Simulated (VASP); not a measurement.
Wanted: the native input for a VASP 6.6.1 run.

- Task: single point
- Functional: PBE
- Potentials or basis: VASP PAW PBE potentials, release 64 (Al, N)
- Cutoff: 520 eV
- k mesh: 17 × 17 × 17
- Occupations: fermi-dirac, width 0.05 eV
- Spin: no spin polarisation
- Dipole correction: no
- Further INCAR settings: ALGO = Normal; EDIFF = 1e-06; NBANDS = 11

The structure of AlN (rocksalt type) lies in POSCAR:

```
AlN
1.0
    0.0000000000      1.9503735515      1.9503735515
    1.9503735515      0.0000000000      1.9503735515
    1.9503735515      1.9503735515      0.0000000000
Al N
1 1
Direct
    0.0000000000      0.0000000000      0.0000000000
    0.5000000000      0.5000000000      0.5000000000
```

This cell differs from its parent crystal: volume scaled by 0.88.

These files were run (other wordings do the same):

INCAR

```
SYSTEM = AlN
PREC = Accurate ; ENCUT = 520
EDIFF = 1E-6 ; ISMEAR = -1
SIGMA = 0.05 ; LREAL = .FALSE.
LASPH = .TRUE. ; NELM = 100
ALGO = Normal ; ISIF = 2
LWAVE = .FALSE. ; LCHARG = .FALSE.
GGA = PE ; NBANDS = 11
```

KPOINTS

```
Automatic mesh
0
G
  17 17 17
  0 0 0
```

Potentials or basis: VASP PAW PBE potentials, release 64 (Al, N).

Command:

```sh
$ cat potpaw_PBE.64/Al/POTCAR potpaw_PBE.64/N/POTCAR > POTCAR
$ mpirun -np 1 vasp_std > vasp.out
```

Results of the run:

```yaml
Pressure: 41.1 GPa
Band_gap_on_the_k_mesh: 5.13 eV, indirect (least direct gap 7.32 eV)
```

It took 10 s on 1 thread of Intel(R) Xeon(R) 6975P-C (Granite Rapids), with other jobs on the host, peak memory 0.15 GiB.
